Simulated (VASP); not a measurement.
# SnO2 (R3m) in VASP: further runs

The runs below take SnO2 through single point, with PBEsol.

All numbers are computed with VASP 6.6.1; they aren't measurements. Logs are shortened: lines on timing, memory, paths and dates and some standing lists are left out, and cuts for length are marked.

## Step 1: The cell of the first run

The typed cell holds 12 atoms: a = 5.765 Å, b = 5.765 Å, c = 5.765 Å, α = 67.69°, β = 67.69°, γ = 67.69°.

## Step 2: Single point, PBEsol

Input file INCAR:

```
SYSTEM = SnO2
ALGO     = Normal         ! electronic algorithm
EDIFF    = 1E-6           ! SCF threshold, eV
ENCUT    = 520            ! plane-wave cutoff, eV
GGA      = PS             ! functional
ISIF     = 2              ! what is computed and relaxed
ISMEAR   = 0              ! smearing method
LASPH    = .TRUE.         ! aspherical terms in the spheres
LCHARG   = .FALSE.        ! write CHGCAR
LREAL    = .FALSE.        ! projectors in reciprocal space
LWAVE    = .FALSE.        ! write WAVECAR
NBANDS   = 64             ! bands
NELM     = 60             ! most SCF steps
PREC     = Accurate       ! precision mode
SIGMA    = 0.02           ! smearing width, eV
```

Input file KPOINTS:

```
k-points
0
G
  6 6 6
  0 0 0
```

Input file POSCAR:

```
SnO2
1.0
    3.2107394794      1.8537213027      4.4147849167
   -3.2107394794      1.8537213027      4.4147849167
    0.0000000000     -3.7074426054      4.4147849168
Sn O
4 8
Direct
    0.8646807174      0.8646807174      0.8646807174
    0.3648245829      0.3648245829      0.8648190111
    0.3648245829      0.8648190111      0.3648245829
    0.8648190111      0.3648245829      0.3648245829
    0.1235003534      0.6233501671      0.6233501671
    0.6233501671      0.1235003534      0.6233501671
    0.6233501671      0.6233501671      0.1235003534
    0.6062113146      0.6062113146      0.6062113146
    0.1234715296      0.1234715296      0.1234715296
    0.1060883083      0.1060883083      0.6062369573
    0.1060883083      0.6062369573      0.1060883083
    0.6062369573      0.1060883083      0.1060883083
```

Potentials or basis: VASP PAW PBE potentials, release 64 (Sn_d, O).

Launch:

```bash
$ cat potpaw_PBE.64/Sn_d/POTCAR potpaw_PBE.64/O/POTCAR > POTCAR
$ mpirun -np 1 vasp_std > vasp.out
```

OUTCAR:

```text
SYSTEM = SnO2
   EDIFF = 1E-6
   ENCUT = 520
   GGA = PS
   ISIF = 2
   ISMEAR = 0
   LASPH = .TRUE.
   LREAL = .FALSE.
   NELM = 60
   PREC = Accurate

 ion  position               nearest neighbor table
   1  0.865  0.865  0.865-   7 2.10   6 2.10   5 2.10  10 2.10  11 2.10  12 2.10   3 3.21   4 3.21
                             3 3.21   4 3.21   2 3.21   2 3.21
   2  0.365  0.365  0.865-   9 2.10  11 2.10  12 2.10   6 2.10   5 2.10   8 2.10   3 3.21   4 3.21
                             1 3.21   1 3.21   4 3.21   3 3.21
   3  0.365  0.865  0.365-   9 2.10  12 2.10  10 2.10   5 2.10   7 2.10   8 2.10   2 3.21   4 3.21
                             1 3.21   1 3.21   2 3.21   4 3.21
   4  0.865  0.365  0.365-   9 2.10  11 2.10  10 2.10   6 2.10   7 2.10   8 2.10   2 3.21   3 3.21
                             1 3.21   1 3.21   2 3.21   3 3.21
   5  0.124  0.623  0.623-   1 2.10   3 2.10   2 2.10
   6  0.623  0.124  0.623-   1 2.10   4 2.10   2 2.10
   7  0.623  0.623  0.124-   1 2.10   3 2.10   4 2.10
   8  0.606  0.606  0.606-   2 2.10   3 2.10   4 2.10
   9  0.123  0.123  0.123-   2 2.10   3 2.10   4 2.10
  10  0.106  0.106  0.606-   3 2.10   4 2.10   1 2.10
  11  0.106  0.606  0.106-   4 2.10   2 2.10   1 2.10
  12  0.606  0.106  0.106-   3 2.10   2 2.10   1 2.10

  LATTYP: Found a trigonal (rhomboedric) cell.
 ALAT       =     5.7650200809
 COS(alpha) =     0.3796475764

  Lattice vectors:

 A1 = (   3.2107394794,   1.8537213027,   4.4147849167)
 A2 = (  -3.2107394794,   1.8537213027,   4.4147849167)
 A3 = (   0.0000000000,  -3.7074426054,   4.4147849168)

Analysis of symmetry for initial positions (statically):
=====================================================================
 Subroutine PRICEL returns:
 Original cell was already a primitive cell.

 Routine SETGRP: Setting up the symmetry group for a
 trigonal (rhombohedral) supercell.

 Subroutine GETGRP returns: Found  6 space group operations
 (whereof  6 operations were pure point group operations)
 out of a pool of 12 trial point group operations.

The static configuration has the point symmetry C_3v.

Analysis of symmetry for dynamics (positions and initial velocities):
=====================================================================
 Subroutine PRICEL returns:
 Original cell was already a primitive cell.

 Routine SETGRP: Setting up the symmetry group for a
 trigonal (rhombohedral) supercell.

 Subroutine GETGRP returns: Found  6 space group operations
 (whereof  6 operations were pure point group operations)
 out of a pool of 12 trial point group operations.

[... 129 lines left out ...]
   TEBEG  =    0.0;   TEEND  =   0.0 temperature during run
   PSTRESS=    0.0 pullay stress
   NELECT =     104.0000    total number of electrons
   NUPDOWN=      -1.0000    fix difference up-down
   EMIN   =  10.00;   EMAX   =-10.00  energy-range for DOS
   EFERMI =   0.00;   METHOD = LEGACY
   ISMEAR =     0;   SIGMA  =   0.02  broadening in eV -4-tet -1-fermi 0-gaus
   EFERMI_NEDOS =   21; number of points for ismear=-14 and -15
   IALGO  =     38    algorithm
   IMIX   =      4    mixing-type and parameters
     AMIX     =   0.40;   BMIX     =  1.00
     AMIX_MAG =   1.60;   BMIX_MAG =  1.00
  volume/ion in A,a.u.               =      13.14        88.66
  Fermi-wavevector in a.u.,A,eV,Ry     =   1.425113  2.693072 27.632696  2.030946
  Thomas-Fermi vector in A             =   2.545532
   LORBIT       =      0    0 simple, 1 ext, 2 COOP (PROOUT), +10 PAW based schemes
   GGA     = PS    functional components
   LHFCALC =     F    Hartree Fock is set to
   AEXX    =    0.0000 exact exchange contribution
   IVDW    =     0    specifies the selected vdW correction
   LEPSILON=     F    determine dielectric tensor
   LRPA    =     F    only Hartree local field effects (RPA)
 non-spin polarized calculation
 Gauss-broadening in eV      SIGMA  =   0.02
  energy-cutoff  :      520.00
  volume of cell :      157.66
 maximum number of plane-waves:      4276
 NGX is ok and might be reduce to    48
   NGX = 21   NGY = 21   NGZ = 21

 number of electron     104.0000007 magnetization

 Free energy of the ion-electron system (eV)
  ---------------------------------------------------
  ext. energy  EPLUGINS =         0.00000000
  ---------------------------------------------------
  free energy    TOTEN  =       -77.29691495 eV

  energy without entropy =      -77.29691495  energy(sigma->0) =      -77.29691495

 E-fermi :   4.5560     XC(G=0): -10.8687

 val. band max:        4.4362299696   @ k =  -0.1667   0.1667   0.0000
 cond. band min:       6.2234313022   @ k =   0.0000   0.0000   0.0000
 fundamental gap:      1.7872013326
 Fermi energy:         4.5559917760

 k-point     1 :       0.0000    0.0000    0.0000
  band No.  band energies     occupation
      1     -16.2148      2.00000
      2     -16.2148      2.00000
      3     -16.2148      2.00000
      4     -15.6270      2.00000
      5     -15.3379      2.00000
      6     -15.3379      2.00000
[... 1597 lines left out ...]
     63      14.1324      0.00000
     64      14.1703      0.00000

 [... further k-points ...]
[... 5 lines left out ...]
  --------------------------------------------------------------------------------------
  -------------------------------------------------------------------------------------
  Total        0.9844725      0.9844725      0.2480207      0.0000000     -0.0000000     -0.0000000
  in kB       10.0046955     10.0046955      2.5205085      0.0000000     -0.0000000     -0.0000000
  external PRESSURE =       7.5099665 kB  Pullay stress =       0.0000000 kB

 VOLUME and BASIS-vectors are now :
 -----------------------------------------------------------------------------
  energy-cutoff  :      520.00
  volume of cell :      157.66
      direct lattice vectors                 reciprocal lattice vectors
     3.210739479  1.853721303  4.414784917     0.155727365  0.089909236  0.075503867
    -3.210739479  1.853721303  4.414784917    -0.155727365  0.089909236  0.075503867
     0.000000000 -3.707442605  4.414784917     0.000000000 -0.179818473  0.075503867

 POSITION                                       TOTAL-FORCE (eV/Angst)
 -----------------------------------------------------------------------------------
      0.00000      0.00000     11.45214         0.000000      0.000000      0.001719
      0.00000     -1.85370      7.03923         0.000000     -0.000314     -0.000600
     -1.60535      0.92685      7.03923        -0.000272      0.000157     -0.000600
      1.60535      0.92685      7.03923         0.000272      0.000157     -0.000600
     -1.60489     -0.92658      6.04914        -0.000635     -0.000367     -0.060091
      1.60489     -0.92658      6.04914         0.000635     -0.000367     -0.060091
      0.00000      1.85316      6.04914         0.000000      0.000733     -0.060091
      0.00000      0.00000      8.02888         0.000000      0.000000      0.059070
      0.00000      0.00000      1.63530         0.000000     -0.000000     -0.062220
      0.00000     -1.85427      3.61312         0.000000      0.000666      0.061168
     -1.60585      0.92714      3.61312         0.000577     -0.000333      0.061168
      1.60585      0.92714      3.61312        -0.000577     -0.000333      0.061168
 -----------------------------------------------------------------------------------
    total drift:                                0.000000     -0.000000     -0.000329

  FREE ENERGIE OF THE ION-ELECTRON SYSTEM (eV)
  ---------------------------------------------------
  free  energy   TOTEN  =       -77.2969149483 eV

  energy  without entropy=      -77.2969149483  energy(sigma->0) =      -77.29691495
```

Run time: 3.1 min. Hardware: 1 thread of Intel Xeon 6975P-C (Granite Rapids), shared host; peak memory 0.45 GiB.

What came out:

```
Free energy            : -77.2969 eV
Pressure               : 0.8 GPa
Largest force          : 0.062 eV/Å
Band gap on the k mesh : 1.79 eV
```

Forces in eV/Å, atoms in the order of the input:
```
Sn   0.000  0.000  0.002
Sn   0.000  0.000 -0.001
Sn   0.000  0.000 -0.001
Sn   0.000  0.000 -0.001
O   -0.001  0.000 -0.060
O    0.001  0.000 -0.060
O    0.000  0.001 -0.060
O    0.000  0.000  0.059
O    0.000  0.000 -0.062
O    0.000  0.001  0.061
O    0.001  0.000  0.061
O   -0.001  0.000  0.061
```

Stress tensor (GPa, compression positive):
```
1.00 0.00 0.00
0.00 1.00 0.00
0.00 0.00 0.25
```

Caveat: the PAW data sets were made with another functional, which shifts forces and pressure a little; spin-orbit coupling is left out, which moves the levels of the heavy elements.

## Step 3: Single point, PBEsol

Input file INCAR:

```
SYSTEM = SnO2
PREC = Accurate
ENCUT = 520
EDIFF = 1E-7
ISMEAR = 0
SIGMA = 0.05
LREAL = .False.
LASPH = .True.
NELM = 60
ALGO = Normal
ISIF = 2
LWAVE = .False.
LCHARG = .True.
GGA = PS
LELF = .True.
LVHAR = .True.
NBANDS = 64
```

Input file KPOINTS:

```
Automatic mesh
0
Gamma
  6 6 6
  0 0 0
```

POSCAR is that of step 2.

Potentials or basis: VASP PAW PBE potentials, release 64 (Sn_d, O).

Launch:

```bash
$ cat potpaw_PBE.64/Sn_d/POTCAR potpaw_PBE.64/O/POTCAR > POTCAR
$ mpirun -np 1 vasp_std > vasp.out
```

Wall time 4 min (1 thread of Intel Xeon 6975P-C (Granite Rapids), shared host); peak memory 0.45 GiB.

Results (log left out):

* Free energy: -77.2969 eV
* Pressure: 0.7 GPa
* Largest force: 0.063 eV/Å
* Band gap on the k mesh: 1.79 eV

Forces in eV/Å, atoms in the order of the input:
```
Sn   0.000  0.000  0.002
Sn   0.000  0.000 -0.001
Sn   0.000  0.000 -0.001
Sn   0.000  0.000 -0.001
O   -0.001  0.000 -0.061
O    0.001  0.000 -0.061
O    0.000  0.001 -0.061
O    0.000  0.000  0.060
O    0.000  0.000 -0.063
O    0.000  0.001  0.062
O    0.001  0.000  0.062
O   -0.001  0.000  0.062
```

Stress tensor (GPa, compression positive):
```
1.00 0.00 0.00
0.00 1.00 0.00
0.00 0.00 0.25
```

Levels at points of the mesh, in eV from the valence-band top:
```
           k point  band 49  band 50  band 51  band 52  band 53  band 54  band 55  band 56
(0.00, 0.00, 0.00)    -0.03    -0.01    -0.01    -0.01     1.79     5.04     5.04     5.04
(0.50, 0.00, 0.00)    -0.36    -0.36    -0.04    -0.04     4.32     4.32     5.83     5.83
(0.50, 0.50, 0.00)    -0.52    -0.52    -0.09    -0.09     4.69     4.69     5.83     5.83
(0.50, 0.50, 0.50)    -0.89    -0.79    -0.79    -0.79     3.53     5.50     5.50     5.50
```

Caveat: the PAW data sets were made with another functional, which shifts forces and pressure a little; spin-orbit coupling is left out, which moves the levels of the heavy elements.
